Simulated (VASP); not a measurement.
Runs of VASP 6.6.1 on Rb2H3. The structure is that of space group R-3m (No. 166), or close to it. The cells are those of the table. 

| task | cell | k mesh | cutoff (eV) | gap on the mesh (eV) | pressure (GPa) | largest force (eV/Å) |
| --- | --- | --- | --- | --- | --- | --- |
| single point | a = 6.887 Å, angles 43.7°, 5 atoms | 6 × 6 × 6 | 520 | none | 0.1 | 0.01 |
| relaxation of cell and atoms | relaxed from a = 5.517 Å, angles 53.3°, 5 atoms | 6 × 6 × 6 | 600 | none | 0.0 | 0.04 |
| single point | a = 5.517 Å, angles 53.3°, 5 atoms | 6 × 6 × 6 | 520 | none | (a) | 4.72 |
| single point | a = 9.430 Å, angles 28.1°, 5 atoms | 12 × 12 × 12 | 520 | none | 0.0 | 0.01 |

Alike in all rows: level PBE; potentials or basis VASP PAW PBE potentials, release 64 (Rb_sv, H); no spin polarisation; smearing gaussian 0.1 eV.

Q: Estimate the missing entries.

A: (a) 11.3.

Caveats: forces of over 1 eV/Å act on the atoms, so gaps and moduli don't describe the material at rest (some runs).

A k mesh can miss the band edges, and the runs leave out spin-orbit coupling on Rb.

A gap of «none» marks levels without a gap at the run's occupations.
